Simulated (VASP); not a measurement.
Input of a VASP 6.6.1 run:

File INCAR:

```
SYSTEM = Re
PREC = Accurate
ENCUT = 600
EDIFF = 1E-6
ISMEAR = -1
SIGMA = 0.05
LREAL = .False.
LASPH = .True.
NELM = 60
ALGO = Normal
ISIF = 3
LWAVE = .False.
LCHARG = .False.
GGA = B5
ALDAX = 1.0
AGGAX = 1.0
AGGAC = 1.0
ALDAC = 0.0
IBRION = 2
NSW = 60
EDIFFG = -0.01
```

The input KPOINTS:

```
regular mesh
0
Gamma
  12 12 12
  0 0 0
```

Contents of POSCAR:

```
Re
1.0
    0.0000000000      1.9750000000      1.9750000000
    1.9750000000      0.0000000000      1.9750000000
    1.9750000000      1.9750000000      0.0000000000
Re
1
Direct
    0.0000000000      0.0000000000      0.0000000000
```

Potentials or basis: VASP PAW PBE potentials, release 64 (Re).

Command:

```bash
$ cat potpaw_PBE.64/Re/POTCAR > POTCAR
$ mpirun -np 1 vasp_std > vasp.out
```

Predict the space group after relaxing (to 0.05 Å).

Fm-3m (No. 225).

Predict the relaxed volume.

15.67 Å³/atom.

Final structure:
```xyz
1
Lattice="0.0000 1.9861 1.9861 1.9861 0.0000 1.9861 1.9861 1.9861 0.0000" Properties=species:S:1:pos:R:3 pbc="T T T"
Re    0.0000    0.0000    0.0000
```

Caveat: the PAW data sets were made with another functional, which shifts forces and pressure a little. BLYP gives volumes clearly too large for solids.
